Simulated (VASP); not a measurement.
ScAl2As3:

```
Sc Al As
1.0
    -1.88975    2.69441    5.60984
     1.87494   -2.67950    5.59781
     1.89473    2.68293   -5.60270
Sc Al As
1 2 3
Direct
  0.96784 0.97299 0.97046
  0.63822 0.72625 0.02424
  0.34527 0.35408 0.03219
  0.43967 0.01590 0.49172
  0.16994 0.63856 0.47134
  0.84030 0.33005 0.52600
```

```yaml
Program: VASP 6.6.1
Task: relaxation of cell and atoms
Functional: PBEsol
Potentials_or_basis: VASP PAW PBE potentials, release 64 (Sc_sv, Al, As)
Cutoff: 600 eV
k_mesh: 6 × 6 × 6
Occupations: fermi-dirac, width 0.05 eV
Spin: no spin polarisation
```

At the start: pressure 1.8 GPa; volume 18.93 Å³/atom.

Task: Where does the relaxation end?

Result: Over 32 steps the energy falls by 68.6 meV/atom and the volume is 18.89 Å³/atom (-0.2 %); space group P1 (No. 1, to 0.1 Å) before, Immm (No. 71, to 0.1 Å).

Step by step:
| step | energy change (eV) | largest force (eV/Å) | pressure (GPa) | volume (Å³) |
| --- | --- | --- | --- | --- |
| 1 | 0.0000 | 1.6308 | 1.83 | 113.59 |
| 2 | -0.2188 | 0.6753 | -1.93 | 117.18 |
| 3 | -0.2330 | 0.4662 | -2.91 | 118.42 |
| 4 | -0.3132 | 0.4202 | 0.43 | 113.48 |
| 5 | -0.3133 | 0.4165 | 0.39 | 113.52 |
| 6 | -0.3454 | 0.2881 | 0.39 | 113.26 |
| 7 | -0.3675 | 0.3076 | 0.63 | 112.77 |
| 8 | -0.3845 | 0.2190 | -0.70 | 114.35 |
| 9 | -0.3850 | 0.2109 | -0.94 | 114.65 |
| 10 | -0.3985 | 0.1343 | 0.06 | 113.31 |
| 11 | -0.3987 | 0.1365 | 0.20 | 113.13 |
| 12 | -0.4030 | 0.0965 | 0.01 | 113.35 |
| 13 | -0.4046 | 0.0663 | -0.19 | 113.60 |
| 14 | -0.4067 | 0.0620 | 0.18 | 113.14 |
| 15 | -0.4068 | 0.0625 | 0.26 | 113.05 |
| 16 | -0.4079 | 0.0557 | -0.16 | 113.59 |
| 17 | -0.4079 | 0.0561 | -0.14 | 113.55 |
| 18 | -0.4091 | 0.0457 | -0.04 | 113.43 |
| 19 | -0.4095 | 0.0520 | 0.06 | 113.31 |
| 20 | -0.4101 | 0.0316 | -0.07 | 113.46 |
| 21 | -0.4102 | 0.0283 | -0.14 | 113.55 |
| 22 | -0.4105 | 0.0322 | 0.08 | 113.27 |
| 23 | -0.4105 | 0.0330 | 0.08 | 113.25 |
| 24 | -0.4108 | 0.0223 | 0.03 | 113.32 |
| 25 | -0.4109 | 0.0196 | -0.02 | 113.38 |
| 26 | -0.4111 | 0.0179 | 0.00 | 113.35 |
| 27 | -0.4111 | 0.0210 | 0.03 | 113.32 |
| 28 | -0.4112 | 0.0130 | -0.04 | 113.40 |
| 29 | -0.4112 | 0.0121 | -0.07 | 113.45 |
| 30 | -0.4113 | 0.0119 | -0.01 | 113.37 |
| 31 | -0.4113 | 0.0138 | 0.02 | 113.33 |
| 32 | -0.4113 | 0.0099 | 0.01 | 113.35 |

Final structure:
```cif
data_structure
_symmetry_space_group_name_H-M 'P 1'
_symmetry_Int_Tables_number 1
_cell_length_a 6.5243
_cell_length_b 6.5223
_cell_length_c 6.5229
_cell_angle_alpha 146.833
_cell_angle_beta 131.119
_cell_angle_gamma 60.340
_cell_volume 113.35
loop_
_atom_site_label
_atom_site_type_symbol
_atom_site_fract_x
_atom_site_fract_y
_atom_site_fract_z
_atom_site_occupancy
Sc1 Sc 0.98150 0.00614 0.00042 1
Al1 Al 0.65122 0.67156 0.00540 1
Al2 Al 0.31887 0.34086 0.00282 1
As1 As 0.48164 0.00649 0.50106 1
As2 As 0.16059 0.68223 0.50328 1
As3 As 0.80740 0.33056 0.50298 1
```

Caveat: the PAW data sets were made with another functional, which shifts forces and pressure a little.
